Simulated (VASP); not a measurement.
Here is a VASP 6.6.1 calculation.

The input INCAR:

```
PREC = Accurate
ENCUT = 600
EDIFF = 1E-6
ISMEAR = -1
SIGMA = 0.15
LREAL = False
LASPH = True
NELM = 80
ALGO = Normal
ISIF = 3
LWAVE = False
LCHARG = False
GGA = PS
IBRION = 2
NSW = 80
EDIFFG = -0.001
```

KPOINTS

```
Automatic mesh
0
Gamma
  12 12 12
```

POSCAR

```
GaSb
1.0
    0.0000000000      3.0559490345      3.0559490345
    3.0559490345      0.0000000000      3.0559490345
    3.0559490345      3.0559490345      0.0000000000
Ga Sb
1 1
Direct
    0.0000000000      0.0000000000      0.0000000000
    0.2500000000      0.2500000000      0.2500000000
```

Potentials or basis: VASP PAW PBE potentials, release 64 (Ga_d, Sb).

Launch:

```console
$ cat potpaw_PBE.64/Ga_d/POTCAR potpaw_PBE.64/Sb/POTCAR > POTCAR
$ mpirun -np 1 vasp_std > vasp.out
```

Task: Estimate the relaxed cell.

Result: a = 4.325 Å, b = 4.325 Å, c = 4.325 Å, α = 60.00°, β = 60.00°, γ = 60.00°.

Task: Estimate the relaxed volume.

Result: 28.59 Å³/atom.

Task: Predict the band gap on the k mesh.

Result: Zero (filled and empty bands touch).

Task: What does it give for the space group after relaxing (to 0.05 Å)?

Result: F-43m (No. 216).

Final structure:
```xyz
2
Lattice="0.0000 3.0579 3.0579 3.0579 0.0000 3.0579 3.0579 3.0579 0.0000" Properties=species:S:1:pos:R:3 pbc="T T T"
Ga    0.0000    0.0000    0.0000
Sb    1.5290    1.5290    1.5290
```

Caveat: the PAW data sets were made with another functional, which shifts forces and pressure a little; spin-orbit coupling is left out, which moves the levels of the heavy elements.
